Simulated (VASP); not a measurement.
Wanted: the native input for a VASP 6.6.1 run.

```yaml
Task: dielectric tensor
Functional: pbe exchange, pbesol correlation
Potentials_or_basis: VASP PAW PBE potentials, release 64 (Si, S)
Cutoff: 400 eV
k_mesh: 7 × 7 × 4
Occupations: gaussian, width 0.01 eV
Spin: no spin polarisation
Dipole_correction: no
Further_INCAR_settings: ALGO = Normal; EDIFF = 1e-08
```

The structure of SiS3 lies in POSCAR:

```
SiS3
1.0
    4.1541490600      0.0000000000      0.0000000000
   -2.0770745300      3.5975986200      0.0000000000
    0.0000000000      0.0000000000      6.3439862100
Si S
1 3
Direct
    0.0000000000      0.0000000000      0.0000000000
    0.0000000000      0.0000000000      0.8048107000
    0.0000000000      0.0000000000      0.1951893000
    0.0000000000      0.0000000000      0.5000000000
```

The input as run:

INCAR

```
SYSTEM = SiS3
ALGO = Normal
EDIFF = 1E-8
ENCUT = 400
GGA = LIBXC
GGA_COMPAT = .False.
ISIF = 2
ISMEAR = 0
LASPH = .True.
LCHARG = .False.
LEPSILON = .True.
LIBXC1 = GGA_X_PBE
LIBXC2 = GGA_C_PBE_SOL
LREAL = .False.
LWAVE = .False.
NELM = 120
PREC = Accurate
SIGMA = 0.01
```

KPOINTS

```
k-points
0
Gamma
  7 7 4
  0 0 0
```

Potentials or basis: VASP PAW PBE potentials, release 64 (Si, S).

The run is started by

```bash
$ cat potpaw_PBE.64/Si/POTCAR potpaw_PBE.64/S/POTCAR > POTCAR
$ mpirun -np 1 vasp_std > vasp.out
```

It gave:

```
Band gap on the k mesh                  : 0.45 eV (least direct gap 0.85 eV)
Electronic dielectric tensor (diagonal) : 2.33, 2.33, 8.73
Born charges (mean of the diagonal)     : Si +1.20; S -0.74, +0.28 (each value once) e
```

Caveat: the gap is small at this level, which inflates the dielectric constant; atoms lie so close that the PAW spheres overlap strongly, which falsifies energies and pressures; an odd mesh through Γ misses points on the zone boundary, where band edges can lie.

Wall time 2.8 min on 1 thread of Intel(R) Xeon(R) 6975P-C (Granite Rapids), with other jobs on the host, peak memory 0.26 GiB.
